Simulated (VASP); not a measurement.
# CuO (P6_3/mmc) in VASP: further runs, part 2 of 2

VASP 6.6.1.

## 4. Single point, PBEsol

This run uses another cell than the first one, of 8.81 Å³/atom.

Input file INCAR:

```
ALGO = Normal
EDIFF = 1E-6
ENCUT = 520
GGA = PS
ISIF = 2
ISMEAR = -1
LASPH = True
LCHARG = False
LREAL = False
LWAVE = False
NBANDS = 25
NELM = 80
PREC = Accurate
SIGMA = 0.05
```

Input file KPOINTS:

```
k-points
0
Gamma
  10 10 6
```

Input file POSCAR:

```
CuO
1.0
    2.8580344215      0.0000000000      0.0000000000
   -1.4290172107      2.4751304139      0.0000000000
    0.0000000000      0.0000000000      4.9842242316
Cu O
2 2
Direct
    0.0000000000      0.0000000000      0.0000000000
    0.0000000000      0.0000000000      0.5000000000
    0.3333333333      0.6666666667      0.2500000000
    0.6666666667      0.3333333333      0.7500000000
```

Potentials or basis: VASP PAW PBE potentials, release 64 (Cu, O).

On the command line:

```bash
> cat potpaw_PBE.64/Cu/POTCAR potpaw_PBE.64/O/POTCAR > POTCAR
> mpirun -np 1 vasp_std > vasp.out
```

OUTCAR:

```text
EDIFF = 1E-6
   ENCUT = 520
   GGA = PS
   ISIF = 2
   ISMEAR = -1
   LASPH = True
   LREAL = False
   NELM = 80
   PREC = Accurate

 ion  position               nearest neighbor table
   1  0.000  0.000  0.000-   3 2.07   4 2.07   3 2.07   4 2.07   4 2.07   3 2.07   2 2.49   2 2.49

   2  0.000  0.000  0.500-   3 2.07   4 2.07   3 2.07   4 2.07   4 2.07   3 2.07   1 2.49   1 2.49

   3  0.333  0.667  0.250-   1 2.07   2 2.07   1 2.07   2 2.07   1 2.07   2 2.07
   4  0.667  0.333  0.750-   1 2.07   2 2.07   1 2.07   2 2.07   1 2.07   2 2.07

  LATTYP: Found a hexagonal cell.
 ALAT       =     2.8580344215
 C/A-ratio  =     1.7439342907

  Lattice vectors:

 A1 = (   2.8580344215,   0.0000000000,   0.0000000000)
 A2 = (  -1.4290172107,   2.4751304139,   0.0000000000)
 A3 = (   0.0000000000,   0.0000000000,   4.9842242316)

Analysis of symmetry for initial positions (statically):
=====================================================================
 Subroutine PRICEL returns:
 Original cell was already a primitive cell.

[... 174 lines left out ...]

 E-fermi :   7.1599     XC(G=0): -13.0941

 val. band max:        7.1598370707   @ k =   0.5000   0.0000   0.3333
 cond. band min:       7.1625252801   @ k =   0.4000   0.2000   0.0000
 fundamental gap:      0.0026882095
 Fermi energy:         7.1598956530

 k-point     1 :       0.0000    0.0000    0.0000
  band No.  band energies     occupation
      1     -13.1140      2.00000
      2     -11.7520      2.00000
      3      -1.3330      2.00000
      4       1.8090      2.00000
      5       1.8090      2.00000
      6       3.2848      2.00000
[... 661 lines left out ...]
     24      19.3063      0.00000
     25      20.7298      0.00000

 [... further k-points ...]

------------------------ aborting loop because EDIFF is reached ----------------------------------------

  FORCE on cell =-STRESS in cart. coord.  units (eV):
  Direction    XX          YY          ZZ          XY          YZ          ZX
  --------------------------------------------------------------------------------------
  -------------------------------------------------------------------------------------
  Total        2.3207800      2.3207800      2.3511025      0.0000000     -0.0000000      0.0000000
  in kB      105.4584656    105.4584656    106.8363472      0.0000000     -0.0000000      0.0000000
  external PRESSURE =     105.9177595 kB  Pullay stress =       0.0000000 kB

 VOLUME and BASIS-vectors are now :
 -----------------------------------------------------------------------------
  energy-cutoff  :      520.00
  volume of cell :       35.26
      direct lattice vectors                 reciprocal lattice vectors
     2.858034422  0.000000000  0.000000000     0.349890817  0.202009558  0.000000000
    -1.429017211  2.475130414  0.000000000     0.000000000  0.404019115  0.000000000
     0.000000000  0.000000000  4.984224232     0.000000000  0.000000000  0.200633028

 POSITION                                       TOTAL-FORCE (eV/Angst)
 -----------------------------------------------------------------------------------
      0.00000      0.00000      0.00000        -0.000000      0.000000     -0.000000
      0.00000      0.00000      2.49211        -0.000000      0.000000     -0.000000
     -0.00000      1.65009      1.24606        -0.000000      0.000000      0.000000
      1.42902      0.82504      3.73817         0.000000     -0.000000      0.000000
 -----------------------------------------------------------------------------------
    total drift:                               -0.000000      0.000000      0.000000

  FREE ENERGIE OF THE ION-ELECTRON SYSTEM (eV)
  ---------------------------------------------------
  free  energy   TOTEN  =       -20.6541393468 eV

  energy  without entropy=      -20.6247008393  energy(sigma->0) =      -20.63942009
```

OSZICAR:

```text
N       E                     dE             d eps       ncg     rms          rms(c)
DAV:   1     0.281900628242E+03    0.28190E+03   -0.16633E+04  3120   0.227E+03
DAV:   2     0.605025631282E+01   -0.27585E+03   -0.25542E+03  2903   0.405E+02
DAV:   3    -0.247681629363E+02   -0.30818E+02   -0.29087E+02  3285   0.148E+02
DAV:   4    -0.257923603210E+02   -0.10242E+01   -0.10135E+01  3544   0.291E+01
DAV:   5    -0.258081209502E+02   -0.15761E-01   -0.15757E-01  3393   0.321E+00    0.151E+01
DAV:   6    -0.229169971700E+02    0.28911E+01   -0.27007E+01  3913   0.135E+02    0.109E+01
DAV:   7    -0.206552919743E+02    0.22617E+01   -0.69035E+00  3383   0.999E+01    0.226E+00
DAV:   8    -0.207071841869E+02   -0.51892E-01   -0.95643E-01  3191   0.692E+00    0.154E+00
DAV:   9    -0.206623139213E+02    0.44870E-01   -0.43456E-02  4721   0.806E+00    0.674E-01
DAV:  10    -0.206547534737E+02    0.75604E-02   -0.15450E-02  4317   0.352E+00    0.301E-01
DAV:  11    -0.206540907456E+02    0.66273E-03   -0.61548E-03  4063   0.727E-01    0.482E-02
DAV:  12    -0.206541462079E+02   -0.55462E-04   -0.14579E-04  3254   0.124E-01    0.446E-02
DAV:  13    -0.206541401569E+02    0.60510E-05   -0.25425E-05  4419   0.112E-01    0.627E-03
DAV:  14    -0.206541397047E+02    0.45220E-06   -0.10843E-05  3426   0.251E-02    0.143E-03
DAV:  15    -0.206541393468E+02    0.35795E-06   -0.87187E-08  1459   0.508E-03
   1 F= -.20654139E+02 E0= -.20639420E+02  d E =-.294385E-01
```

stdout:

```text
POSCAR found type information on POSCAR CuO
 POSCAR found :  2 types and       4 ions
 scaLAPACK will be used
 -----------------------------------------------------------------------------
|                                                                             |
|                                                                             |
|     You enforced a specific xc type in the INCAR file but a different       |
|     I HOPE YOU KNOW WHAT YOU ARE DOING!                                     |
|                                                                             |
 -----------------------------------------------------------------------------

 LDA part: xc-table for (Slater+PW92), standard interpolation
 POSCAR, INCAR and KPOINTS ok, starting setup
 FFT: planning ... GRIDC
 FFT: planning ... GRID_SOFT
 FFT: planning ... GRID
 WAVECAR not read
 entering main loop
```

Wall time 23 s (1 thread of Intel Xeon 6975P-C (Granite Rapids), shared host); peak memory 0.18 GiB.

Results:

```yaml
Free_energy: -20.6541 eV
Pressure: 10.6 GPa
Band_gap_on_the_k_mesh: zero (bands 17 and 18 overlap by 1.10 eV)
```

Caveat: the cell stands under pressure; the PAW data sets were made with another functional, which shifts forces and pressure a little; semilocal functionals often make such compounds metallic where correlation or magnetic order opens a gap, which also shifts bond lengths.

## 5. Single point, PBEsol

This run uses another cell than the first one, of 9.01 Å³/atom.

Input file INCAR:

```
PREC     = Accurate       # precision mode
ENCUT    = 520            # plane-wave cutoff, eV
EDIFF    = 1E-6           # SCF threshold, eV
ISMEAR   = -1             # smearing method
SIGMA    = 0.05           # smearing width, eV
LREAL    = F              # projectors in reciprocal space
LASPH    = T              # aspherical terms in the spheres
NELM     = 100            # most SCF steps
ALGO     = Normal         # electronic algorithm
ISIF     = 2              # what is computed and relaxed
LWAVE    = F              # write WAVECAR
LCHARG   = F              # write CHGCAR
GGA      = PS             # functional
NBANDS   = 25             # bands
```

Input file KPOINTS:

```
Automatic mesh
0
Gamma
  10 10 6
```

Input file POSCAR:

```
CuO
1.0
    2.8835631275      0.0000000000      0.0000000000
   -1.4417815638      2.4972389218      0.0000000000
    0.0000000000      0.0000000000      5.0040938104
Cu O
2 2
Direct
    0.0000000000      0.0000000000      0.0000000000
    0.0000000000      0.0000000000      0.5000000000
    0.3333333333      0.6666666667      0.2500000000
    0.6666666667      0.3333333333      0.7500000000
```

On the command line:

```bash
> cat potpaw_PBE.64/Cu/POTCAR potpaw_PBE.64/O/POTCAR > POTCAR
> mpirun -np 1 vasp_std > vasp.out
```

Wall time 22 s (1 thread of Intel Xeon 6975P-C (Granite Rapids), shared host); peak memory 0.18 GiB.

It converged, with:

```
Free energy            : -20.6942 eV
Pressure               : 5.5 GPa
Band gap on the k mesh : zero (bands 17 and 18 overlap by 1.08 eV)
```

Stress tensor (GPa, compression positive):
```
5.44 0.00 0.00
0.00 5.44 0.00
0.00 0.00 5.55
```

Levels at points of the mesh, in eV from the Fermi level:
```
           k point  band 13  band 14  band 15  band 16  band 17  band 18  band 19  band 20  band 21  band 22
(0.00, 0.00, 0.00)    -2.48    -1.95    -1.95    -1.14     0.55     0.55     1.47     6.00     9.33    15.15
(0.50, 0.00, 0.00)    -1.91    -1.87    -1.52    -1.40     0.38     0.58     6.35     8.02     8.27    10.15
(0.00, 0.00, 0.50)    -2.29    -2.29    -0.35    -0.35    -0.35    -0.35     4.28     4.28    11.64    11.64
(0.50, 0.00, 0.50)    -1.74    -1.74    -0.59    -0.59    -0.44    -0.44     5.99     5.99    10.27    10.27
```

Caveat: the cell stands under pressure; the PAW data sets were made with another functional, which shifts forces and pressure a little; semilocal functionals often make such compounds metallic where correlation or magnetic order opens a gap, which also shifts bond lengths.

## 6. Summary

| cell | gap on the mesh (eV) | pressure (GPa) |
| --- | --- | --- |
| a = 2.774, b = 2.774, c = 4.928 Å, angles 90.0, 90.0, 120.0°, 4 atoms | none | 30.9 |
| a = 2.813, b = 2.813, c = 4.952 Å, angles 90.0, 90.0, 120.0°, 4 atoms | none | 20.7 |
| a = 2.858, b = 2.858, c = 4.984 Å, angles 90.0, 90.0, 120.0°, 4 atoms | none | 10.6 |
| a = 2.884, b = 2.884, c = 5.004 Å, angles 90.0, 90.0, 120.0°, 4 atoms | none | 5.5 |

Alike in all rows: task single point; level PBEsol; potentials or basis VASP PAW PBE potentials, release 64 (Cu, O); no spin polarisation; k mesh 10 × 10 × 6; cutoff (eV) 520; smearing fermi-dirac 0.05 eV.

Caveats: the cell stands under pressure; the PAW data sets were made with another functional, which shifts forces and pressure a little; semilocal functionals often make such compounds metallic where correlation or magnetic order opens a gap, which also shifts bond lengths.

Total energies depend on the potentials used, so only differences within one code and one set of settings carry meaning.
